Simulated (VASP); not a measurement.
The system is Ni.

```
CELL_PARAMETERS angstrom
0.00000 2.29622 2.29622
2.29622 0.00000 2.29622
2.29622 2.29622 0.00000
ATOMIC_POSITIONS crystal
Ni 0.50000 0.50000 0.50000
Ni 0.75000 0.75000 0.75000
```

```yaml
Program: VASP 6.6.1
Task: relaxation of cell and atoms
Functional: PBE
Potentials_or_basis: VASP PAW PBE potentials, release 64 (Ni)
Cutoff: 600 eV
k_mesh: 6 × 6 × 6
Occupations: gaussian, width 0.1 eV
Spin: collinear spin, ferromagnetic start
Starting_moments: "[0.82, 0.82] μB"
```

At the start: pressure 58.3 GPa; volume 12.11 Å³/atom.

Task: How do energy, volume and symmetry change on relaxing?

Result: Over 3 steps the energy falls by 586.1 meV/atom and the volume is 16.65 Å³/atom (+37.5 %); space group Fd-3m (No. 227, to 0.05 Å); moment 1.59 μB per cell.

The path:
```csv
step,energy change (eV),largest force (eV/Å),pressure (GPa),volume (Å³)
1,0.0000,0.0000,58.30,24.21
2,-0.7160,0.0000,-12.51,43.17
3,-1.1723,0.0000,0.05,33.30
```

Final structure:
```
Ni
1.0
     0.00000    2.55350    2.55350
     2.55350    0.00000    2.55350
     2.55350    2.55350    0.00000
Ni
2
Direct
  0.50000 0.50000 0.50000
  0.75000 0.75000 0.75000
```

Caveat: the k points lie up to 0.36 Å⁻¹ apart in the final cell; the volume moved by over 15 % at a fixed basis, so the end points are rough.
